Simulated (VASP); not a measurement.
Wanted: the native input for a VASP 6.6.1 run.

| Item | Value |
| --- | --- |
| Task | single point |
| Functional | PBEsol |
| Potentials or basis | VASP PAW PBE potentials, release 64 (Mg, Ga_d, O, Al) |
| Cutoff | 600 eV |
| k mesh | 1 × 1 × 1, shifted |
| Occupations | fermi-dirac, width 0.05 eV |
| Spin | no spin polarisation |
| Dipole correction | no |
| Further INCAR settings | LREAL = Auto; ALGO = Normal; EDIFF = 1e-06; NBANDS = 182; ISYM = 0 |

The structure of Mg2Al3GaO8 lies in POSCAR:

```
Mg2Al3GaO8
1.0
    8.1709953568      0.0000000000      0.0000000000
    0.0000000000      8.1709953568      0.0000000000
    0.0000000000      0.0000000000      8.1709953568
Mg Ga O Al
8 4 32 12
Direct
    0.8751590000      0.3744580000      0.3781050000
    0.3751940000      0.8746070000      0.3783330000
    0.3749160000      0.3744570000      0.8712400000
    0.1229460000      0.1245370000      0.1260850000
    0.8751480000      0.8743340000      0.8712500000
    0.6265970000      0.6244460000      0.1261190000
    0.6262770000      0.1244420000      0.6225360000
    0.1228800000      0.6244550000      0.6225410000
    0.5027870000      0.9993120000      0.9965670000
    0.9984340000      0.4978970000      0.0009140000
    0.2500080000      0.7495050000      0.9996990000
    0.5010770000      0.2511410000      0.2509110000
    0.5183060000      0.0082660000      0.2405880000
    0.7447600000      0.2347110000      0.2342330000
    0.5181580000      0.2404980000      0.0079680000
    0.7446960000      0.0140080000      0.0141790000
    0.0141150000      0.5155020000      0.2450690000
    0.2343870000      0.7357240000      0.2440490000
    0.0080660000      0.7398550000      0.0176320000
    0.2406280000      0.5073070000      0.0186290000
    0.0136580000      0.0121590000      0.7337340000
    0.2345000000      0.2357790000      0.7353250000
    0.0127610000      0.2348050000      0.5137760000
    0.2354020000      0.0149750000      0.5119090000
    0.2569580000      0.2653510000      0.2665480000
    0.4842400000      0.4937180000      0.2672620000
    0.4841270000      0.2661460000      0.4932660000
    0.2631500000      0.4859250000      0.4886610000
    0.5128650000      0.5139380000      0.7347040000
    0.7364640000      0.7348240000      0.7344500000
    0.5148450000      0.7356450000      0.5127950000
    0.7346330000      0.5129390000      0.5128530000
    0.7646300000      0.7631700000      0.2644560000
    0.9877520000      0.9849810000      0.2652620000
    0.9847550000      0.7642640000      0.4875860000
    0.7644980000      0.9859520000      0.4855550000
    0.7635120000      0.2620140000      0.7615950000
    0.9835500000      0.4836230000      0.7564060000
    0.9849540000      0.2562460000      0.9823140000
    0.7567790000      0.4828390000      0.9835680000
    0.2641990000      0.7641980000      0.7554820000
    0.4849130000      0.9836670000      0.7533820000
    0.4921390000      0.7580370000      0.9803260000
    0.2600070000      0.9916660000      0.9813710000
    0.7519130000      0.2481850000      0.9976390000
    0.7535760000      0.9989130000      0.2501210000
    0.9998310000      0.9995460000      0.4995900000
    0.4988390000      0.5010490000      0.5012360000
    0.2481330000      0.2505920000      0.5012010000
    0.2487640000      0.5007750000      0.2545720000
    0.7498830000      0.7494790000      0.4994940000
    0.2492460000      0.9999640000      0.7458910000
    0.7482000000      0.4982710000      0.7477740000
    0.9994750000      0.7501340000      0.2533810000
    0.9987760000      0.2477720000      0.7476550000
    0.5004160000      0.7488460000      0.7458410000
```

The input as run:

INCAR

```
SYSTEM = Mg2Al3GaO8
PREC = Accurate
ENCUT = 600
EDIFF = 1E-6
ISMEAR = -1
SIGMA = 0.05
LREAL = Auto
LASPH = .TRUE.
NELM = 120
ALGO = Normal
ISIF = 2
LWAVE = .FALSE.
LCHARG = .TRUE.
GGA = PS
LELF = .TRUE.
LVHAR = .TRUE.
ISYM = 0
NBANDS = 182
GGA_COMPAT = .FALSE.
```

KPOINTS

```
Automatic mesh
0
Gamma
  1 1 1
  0.25 0.25 0.25
```

Potentials or basis: VASP PAW PBE potentials, release 64 (Mg, Ga_d, O, Al).

Command:

```sh
$ cat potpaw_PBE.64/Mg/POTCAR potpaw_PBE.64/Ga_d/POTCAR potpaw_PBE.64/O/POTCAR potpaw_PBE.64/Al/POTCAR > POTCAR
$ mpirun -np 1 vasp_std > vasp.out
```

It gave:

- Pressure: -0.2 GPa
- Largest force: 0.053 eV/Å
- Band gap on the k mesh: 5.39 eV

Caveat: the PAW data sets were made with another functional, which shifts forces and pressure a little; a shifted mesh leaves out Γ, where band edges can lie.

Run time: 29 min on 1 thread of Oxide Virtual Turin-like Processor (shared host), peak memory 0.86 GiB.
